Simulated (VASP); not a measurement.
# Zn (Fm-3m) in VASP: notebook

Zn is run at these levels: LDA; tasks: single point.

Program: VASP 6.6.1. These are calculated values, not measurements. Logs are shortened: lines on timing, memory, paths and dates and some standing lists are left out, and cuts for length are marked.

### 1 The cell of the first run

Symmetry: Fm-3m, No. 225, cubic system. The conventional cell has a = 3.968 Å, b = 3.968 Å, c = 3.968 Å, α = 90.00°, β = 90.00°, γ = 90.00°. Within 3.7 Å of Zn (site symmetry m-3m) lie 12 Zn at 2.81 Å.

### 2 Single point, LDA

INCAR reads:

```
PREC     = Accurate       # precision mode
ENCUT    = 520            # plane-wave cutoff, eV
EDIFF    = 1E-6           # SCF threshold, eV
ISMEAR   = -1             # smearing method
SIGMA    = 0.1            # smearing width, eV
LREAL    = F              # projectors in reciprocal space
LASPH    = T              # aspherical terms in the spheres
NELM     = 80             # most SCF steps
ALGO     = Normal         # electronic algorithm
ISIF     = 2              # what is computed and relaxed
LWAVE    = F              # write WAVECAR
LCHARG   = F              # write CHGCAR
NBANDS   = 12             # bands
```

KPOINTS reads:

```
Automatic mesh
0
Gamma
  13 13 13
```

POSCAR reads:

```
Zn
1.0
    0.0000000000      1.9842345325      1.9842345325
    1.9842345325      0.0000000000      1.9842345325
    1.9842345325      1.9842345325      0.0000000000
Zn
1
Direct
    0.0000000000      0.0000000000      0.0000000000
```

Potentials or basis: VASP PAW LDA potentials, release 64 (Zn).

On the command line:

```sh
$ cat potpaw_LDA.64/Zn/POTCAR > POTCAR
$ mpirun -np 1 vasp_std > vasp.out
```

OUTCAR:

```text
PREC = Accurate
   ENCUT = 520
   EDIFF = 1E-6
   ISMEAR = -1
   LREAL = F
   LASPH = T
   NELM = 80
   ISIF = 2

 ion  position               nearest neighbor table
   1  0.000  0.000  0.000-

  LATTYP: Found a face centered cubic cell.
 ALAT       =     3.9684690650

  Lattice vectors:

 A1 = (   0.0000000000,   1.9842345325,   1.9842345325)
 A2 = (   1.9842345325,   0.0000000000,   1.9842345325)
 A3 = (   1.9842345325,   1.9842345325,   0.0000000000)

Analysis of symmetry for initial positions (statically):
=====================================================================
 Subroutine PRICEL returns:
 Original cell was already a primitive cell.

 Routine SETGRP: Setting up the symmetry group for a
 face centered cubic supercell.

 Subroutine GETGRP returns: Found 48 space group operations
 (whereof 48 operations were pure point group operations)
 out of a pool of 48 trial point group operations.

The static configuration has the point symmetry O_h .

Analysis of symmetry for dynamics (positions and initial velocities):
=====================================================================
 Subroutine PRICEL returns:
 Original cell was already a primitive cell.

 Routine SETGRP: Setting up the symmetry group for a
 face centered cubic supercell.

 Subroutine GETGRP returns: Found 48 space group operations
 (whereof 48 operations were pure point group operations)
 out of a pool of 48 trial point group operations.

The dynamic configuration has the point symmetry O_h .

 Subroutine INISYM returns: Found 48 space group operations
 (whereof 48 operations are pure point group operations),
 and found     1 'primitive' translations

----------------------------------------------------------------------------------------

                                     Primitive cell

  volume of cell :      15.6246

  direct lattice vectors                    reciprocal lattice vectors
     0.000000000  1.984234532  1.984234532    -0.251986341  0.251986341  0.251986341
     1.984234532  0.000000000  1.984234532     0.251986341 -0.251986341  0.251986341
     1.984234532  1.984234532  0.000000000     0.251986341  0.251986341 -0.251986341

  length of vectors
     2.806131387  2.806131387  2.806131387     0.436453146  0.436453146  0.436453146

  position of ions in fractional coordinates (direct lattice)
     0.000000000  0.000000000  0.000000000

  ion indices of the primitive-cell ions
   primitive index   ion index
                 1           1

----------------------------------------------------------------------------------------

 KPOINTS: Automatic mesh

Automatic generation of k-mesh.
 Grid dimensions read from file:
 generate k-points for:   13   13   13

 Generating k-lattice:

  Cartesian coordinates                     Fractional coordinates (reciprocal lattice)
    -0.019383565  0.019383565  0.019383565     0.076923077  0.000000000  0.000000000
     0.019383565 -0.019383565  0.019383565     0.000000000  0.076923077  0.000000000
     0.019383565  0.019383565 -0.019383565     0.000000000  0.000000000  0.076923077

  Length of vectors
     0.033573319  0.033573319  0.033573319

  Shift w.r.t. Gamma in fractional coordinates (k-lattice)
     0.000000000  0.000000000  0.000000000

 Subroutine IBZKPT returns following result:
 ===========================================

 Found     84 irreducible k-points:

 Following reciprocal coordinates:
            Coordinates               Weight
  0.000000  0.000000  0.000000      1.000000
  0.076923  0.000000  0.000000      8.000000
  0.153846  0.000000  0.000000      8.000000
  0.230769  0.000000  0.000000      8.000000
  0.307692  0.000000  0.000000      8.000000
  0.384615  0.000000  0.000000      8.000000
[... 16 lines left out ...]
  0.384615  0.153846  0.000000     24.000000
  0.461538  0.153846  0.000000     24.000000
 [... further k-points ...]
   k-points           NKPTS =     84   k-points in BZ     NKDIM =     84   number of bands    NBANDS=     12
   number of dos      NEDOS =    301   number of ions     NIONS =      1
   total plane-waves  NPLWV =  13824
   dimension x,y,z NGX =    24 NGY =   24 NGZ =   24
   dimension x,y,z NGXF=    48 NGYF=   48 NGZF=   48
   ions per type =               1
   NGX,Y,Z   is equivalent  to a cutoff of  14.22, 14.22, 14.22 a.u.
   NGXF,Y,Z  is equivalent  to a cutoff of  28.44, 28.44, 28.44 a.u.
 SYSTEM =  unknown system
   PREC   = accura    normal or accurate (medium, high low for compatibility)
   ISTART =      0    job   : 0-new  1-cont  2-samecut
   ICHARG =      2    charge: 1-file 2-atom 10-const
   ISPIN  =      1    spin polarized calculation?
   LNONCOLLINEAR =      F non collinear calculations
   LSORBIT =      F    spin-orbit coupling
   LASPH  =      T    aspherical Exc in radial PAW
   ENCUT  =  520.0 eV  38.22 Ry    6.18 a.u.   5.22  5.22  5.22*2*pi/ulx,y,z
   NELM   =     80;   NELMIN=  2; NELMDL= -5     # of ELM steps
   EDIFF  = 0.1E-05   stopping-criterion for ELM
   LREAL  =      F    real-space projection
   EDIFFG = 0.1E-04   stopping-criterion for IOM
   NSW    =      0    number of steps for IOM
   IBRION =     -1    ionic relax: 0-MD 1-quasi-New 2-CG
   NFREE  =      0    steps in history (QN), initial steepest desc. (CG)
   ISIF   =      2    stress and relaxation
   ISYM   =      2    0-nonsym 1-usesym 2-fastsym
   POTIM  = 0.5000    time-step for ionic-motion
   TEBEG  =    0.0;   TEEND  =   0.0 temperature during run
   PSTRESS=    0.0 pullay stress
   NELECT =      12.0000    total number of electrons
   NUPDOWN=      -1.0000    fix difference up-down
   EMIN   =  10.00;   EMAX   =-10.00  energy-range for DOS
   EFERMI =   0.00;   METHOD = LEGACY
   ISMEAR =    -1;   SIGMA  =   0.10  broadening in eV -4-tet -1-fermi 0-gaus
   EFERMI_NEDOS =   21; number of points for ismear=-14 and -15
   IALGO  =     38    algorithm
   IMIX   =      4    mixing-type and parameters
     AMIX     =   0.40;   BMIX     =  1.00
     AMIX_MAG =   1.60;   BMIX_MAG =  1.00
  volume/ion in A,a.u.               =      15.62       105.44
  Fermi-wavevector in a.u.,A,eV,Ry     =   1.499221  2.833116 30.581309  2.247663
  Thomas-Fermi vector in A             =   2.610879
   LORBIT       =      0    0 simple, 1 ext, 2 COOP (PROOUT), +10 PAW based schemes
   GGA     = CA    functional components
   LHFCALC =     F    Hartree Fock is set to
   AEXX    =    0.0000 exact exchange contribution
   IVDW    =     0    specifies the selected vdW correction
   LEPSILON=     F    determine dielectric tensor
   LRPA    =     F    only Hartree local field effects (RPA)
 non-spin polarized calculation
  energy-cutoff  :      520.00
  volume of cell :       15.62
 maximum number of plane-waves:       440
 NGX is ok and might be reduce to    24
   NGX = 11   NGY = 11   NGZ = 11

 number of electron      11.9999999 magnetization

 Free energy of the ion-electron system (eV)
  ---------------------------------------------------
  ext. energy  EPLUGINS =         0.00000000
  ---------------------------------------------------
  free energy    TOTEN  =        -1.78447118 eV

  energy without entropy =       -1.77437225  energy(sigma->0) =       -1.77942171

 E-fermi :   2.6206     XC(G=0): -11.7547

 val. band max:        2.5564339166   @ k =  -0.3846   0.4615   0.0769
 cond. band min:       2.6284056046   @ k =  -0.3846   0.3077   0.0000
 fundamental gap:      0.0719716880
 Fermi energy:         2.6206283285

 k-point     1 :       0.0000    0.0000    0.0000
  band No.  band energies     occupation
      1      -7.4838      2.00000
      2      -4.9814      2.00000
      3      -4.9814      2.00000
      4      -4.9814      2.00000
      5      -4.6203      2.00000
      6      -4.6203      2.00000
      7      20.3397      0.00000
      8      20.3397      0.00000
      9      20.3397      0.00000
     10      21.4584      0.00000
     11      23.3387      0.00000
     12      23.3387      0.00000

 k-point     2 :       0.0769    0.0000    0.0000
  band No.  band energies     occupation
      1      -7.3094      2.00000
      2      -4.9942      2.00000
      3      -4.9623      2.00000
      4      -4.9623      2.00000
      5      -4.6254      2.00000
      6      -4.6254      2.00000
      7      17.7773      0.00000
      8      19.8512      0.00000
      9      19.8512      0.00000
     10      21.1128      0.00000
     11      24.1149      0.00000
     12      24.1149      0.00000

 k-point     3 :       0.1538    0.0000    0.0000
  band No.  band energies     occupation
      1      -6.8052      2.00000
      2      -5.0087      2.00000
      3      -4.9213      2.00000
      4      -4.9213      2.00000
      5      -4.6269      2.00000
      6      -4.6269      2.00000
      7      14.1168      0.00000
      8      19.0310      0.00000
      9      19.0310      0.00000
     10      20.9326      0.00000
     11      25.6674      0.00000
     12      25.6674      0.00000
[... 286 lines left out ...]
 k-point    23 :       0.3846    0.1538    0.0000
  band No.  band energies     occupation
      1      -5.4568      2.00000
      2      -4.9968      2.00000
      3      -4.8601      2.00000
      4      -4.8077      2.00000
      5      -4.3847      2.00000
      6      -2.9584      2.00000
      7       6.9183      0.00000
      8      14.4896      0.00000
      9      14.9155      0.00000
     10      17.2773      0.00000
     11      24.3178      0.00000
     12      26.7052      0.00000

 k-point    24 :       0.4615    0.1538    0.0000
  band No.  band energies     occupation
      1      -5.4743      2.00000
      2      -5.0351      2.00000
      3      -4.8401      2.00000
      4      -4.7093      2.00000
      5      -4.3426      2.00000
      6      -1.2996      2.00000
      7       4.0978      0.00000
      8      13.6376      0.00000
      9      14.6253      0.00000
     10      17.3430      0.00000
     11      25.4822      0.00000
     12      26.1113      0.00000

 [... further k-points ...]
[... 5 lines left out ...]
  --------------------------------------------------------------------------------------
  -------------------------------------------------------------------------------------
  Total       -0.9225896     -0.9225896     -0.9225896      0.0000000      0.0000000      0.0000000
  in kB      -94.6041399    -94.6041399    -94.6041399      0.0000000      0.0000000      0.0000000
  external PRESSURE =     -94.6041399 kB  Pullay stress =       0.0000000 kB

 VOLUME and BASIS-vectors are now :
 -----------------------------------------------------------------------------
  energy-cutoff  :      520.00
  volume of cell :       15.62
      direct lattice vectors                 reciprocal lattice vectors
     0.000000000  1.984234532  1.984234532    -0.251986341  0.251986341  0.251986341
     1.984234532  0.000000000  1.984234532     0.251986341 -0.251986341  0.251986341
     1.984234532  1.984234532  0.000000000     0.251986341  0.251986341 -0.251986341

 POSITION                                       TOTAL-FORCE (eV/Angst)
 -----------------------------------------------------------------------------------
      0.00000      0.00000      0.00000         0.000000      0.000000      0.000000
 -----------------------------------------------------------------------------------
    total drift:                               -0.000000      0.000000     -0.000000

  FREE ENERGIE OF THE ION-ELECTRON SYSTEM (eV)
  ---------------------------------------------------
  free  energy   TOTEN  =        -1.7844711798 eV

  energy  without entropy=       -1.7743722451  energy(sigma->0) =       -1.77942171
```

It took 6.4 s on 1 thread of Intel Xeon 6975P-C, shared host; peak memory 0.13 GiB.

Results:

```
Free energy            : -1.7845 eV
Pressure               : -9.5 GPa
Band gap on the k mesh : zero (band 6 reaches 3.76 eV, above the bottom of band 7 at 1.37 eV)
```

### 3 Single point, LDA

This run uses another cell than the first one, of 16.08 Å³/atom, 1.029 times its volume.

INCAR reads:

```
  ALGO = Normal
  EDIFF = 1E-6
  ENCUT = 520
  ISIF = 2
  ISMEAR = -1
  LASPH = True
  LCHARG = False
  LREAL = False
  LWAVE = False
  NBANDS = 12
  NELM = 100
  PREC = Accurate
  SIGMA = 0.1
```

KPOINTS reads:

```
k-points
0
Gamma
  13 13 13
```

POSCAR reads:

```
Zn
1.0
    0.0000000000      2.0033148812      2.0033148812
    2.0033148812      0.0000000000      2.0033148812
    2.0033148812      2.0033148812      0.0000000000
Zn
1
Direct
    0.0000000000      0.0000000000      0.0000000000
```

Potentials or basis: VASP PAW LDA potentials, release 64 (Zn).

On the command line:

```sh
$ cat potpaw_LDA.64/Zn/POTCAR > POTCAR
$ mpirun -np 1 vasp_std > vasp.out
```

OUTCAR:

```text
EDIFF = 1E-6
   ENCUT = 520
   ISIF = 2
   ISMEAR = -1
   LASPH = True
   LREAL = False
   NELM = 100
   PREC = Accurate

 ion  position               nearest neighbor table
   1  0.000  0.000  0.000-

  LATTYP: Found a face centered cubic cell.
 ALAT       =     4.0066297624

  Lattice vectors:

 A1 = (   0.0000000000,   2.0033148812,   2.0033148812)
 A2 = (   2.0033148812,   0.0000000000,   2.0033148812)
 A3 = (   2.0033148812,   2.0033148812,   0.0000000000)

Analysis of symmetry for initial positions (statically):
=====================================================================
 Subroutine PRICEL returns:
 Original cell was already a primitive cell.

 Routine SETGRP: Setting up the symmetry group for a
 face centered cubic supercell.

 Subroutine GETGRP returns: Found 48 space group operations
 (whereof 48 operations were pure point group operations)
 out of a pool of 48 trial point group operations.

The static configuration has the point symmetry O_h .

Analysis of symmetry for dynamics (positions and initial velocities):
=====================================================================
[... 160 lines left out ...]
 fundamental gap:      0.0491201140
 Fermi energy:         2.4241605609

 k-point     1 :       0.0000    0.0000    0.0000
  band No.  band energies     occupation
      1      -7.4607      2.00000
      2      -5.1092      2.00000
      3      -5.1092      2.00000
      4      -5.1092      2.00000
      5      -4.7676      2.00000
      6      -4.7676      2.00000
      7      19.7501      0.00000
      8      19.7501      0.00000
      9      19.7501      0.00000
     10      21.0477      0.00000
     11      22.7933      0.00000
     12      22.7933      0.00000
[... 331 lines left out ...]
 k-point    24 :       0.4615    0.1538    0.0000
  band No.  band energies     occupation
      1      -5.5672      2.00000
      2      -5.1580      2.00000
      3      -4.9748      2.00000
      4      -4.8445      2.00000
      5      -4.5039      2.00000
      6      -1.4247      2.00000
      7       3.8592      0.00000
      8      13.2101      0.00000
      9      14.1912      0.00000
     10      16.9150      0.00000
     11      24.8823      0.00000
     12      25.4818      0.00000

 [... further k-points ...]
[... 5 lines left out ...]
  --------------------------------------------------------------------------------------
  -------------------------------------------------------------------------------------
  Total       -1.0613445     -1.0613445     -1.0613445      0.0000000      0.0000000     -0.0000000
  in kB     -105.7521707   -105.7521707   -105.7521707      0.0000000      0.0000000     -0.0000000
  external PRESSURE =    -105.7521707 kB  Pullay stress =       0.0000000 kB

 VOLUME and BASIS-vectors are now :
 -----------------------------------------------------------------------------
  energy-cutoff  :      520.00
  volume of cell :       16.08
      direct lattice vectors                 reciprocal lattice vectors
     0.000000000  2.003314881  2.003314881    -0.249586325  0.249586325  0.249586325
     2.003314881  0.000000000  2.003314881     0.249586325 -0.249586325  0.249586325
     2.003314881  2.003314881  0.000000000     0.249586325  0.249586325 -0.249586325

 POSITION                                       TOTAL-FORCE (eV/Angst)
 -----------------------------------------------------------------------------------
      0.00000      0.00000      0.00000         0.000000      0.000000      0.000000
 -----------------------------------------------------------------------------------
    total drift:                               -0.000000      0.000000      0.000000

  FREE ENERGIE OF THE ION-ELECTRON SYSTEM (eV)
  ---------------------------------------------------
  free  energy   TOTEN  =        -1.7558091662 eV

  energy  without entropy=       -1.7452237048  energy(sigma->0) =       -1.75051644
```

OSZICAR:

```text
N       E                     dE             d eps       ncg     rms          rms(c)
DAV:   1     0.420559068225E+02    0.42056E+02   -0.65321E+03  2072   0.155E+03
DAV:   2    -0.499849308493E+00   -0.42556E+02   -0.39727E+02  2076   0.210E+02
DAV:   3    -0.185801724747E+01   -0.13582E+01   -0.13561E+01  2360   0.375E+01
DAV:   4    -0.186145656835E+01   -0.34393E-02   -0.34391E-02  2256   0.188E+00
DAV:   5    -0.186145949498E+01   -0.29266E-05   -0.29269E-05  2360   0.544E-02    0.244E+00
DAV:   6    -0.176631766678E+01    0.95142E-01   -0.48046E-01  2448   0.139E+01    0.192E+00
DAV:   7    -0.175912474136E+01    0.71929E-02   -0.10870E-02  2248   0.205E+00    0.955E-01
DAV:   8    -0.175581478894E+01    0.33100E-02   -0.14758E-03  2732   0.471E-01    0.288E-02
DAV:   9    -0.175580918299E+01    0.56060E-05   -0.72897E-05  3052   0.125E-01    0.195E-02
DAV:  10    -0.175580916622E+01    0.16774E-07   -0.57071E-06  2268   0.391E-02
   1 F= -.17558092E+01 E0= -.17505164E+01  d E =-.105855E-01
```

Run time: 7.4 s. Hardware: 1 thread of Intel Xeon 6975P-C, shared host; peak memory 0.13 GiB.

Results:

- Free energy: -1.7558 eV
- Pressure: -10.6 GPa
- Band gap on the k mesh: zero (band 6 reaches 3.57 eV, above the bottom of band 7 at 1.14 eV)

Levels at points of the mesh, in eV from the Fermi level:
```tsv
k point	band 4	band 5	band 6	band 7	band 8	band 9
(0.00, 0.00, 0.00)	-7.53	-7.19	-7.19	17.33	17.33	17.33
```
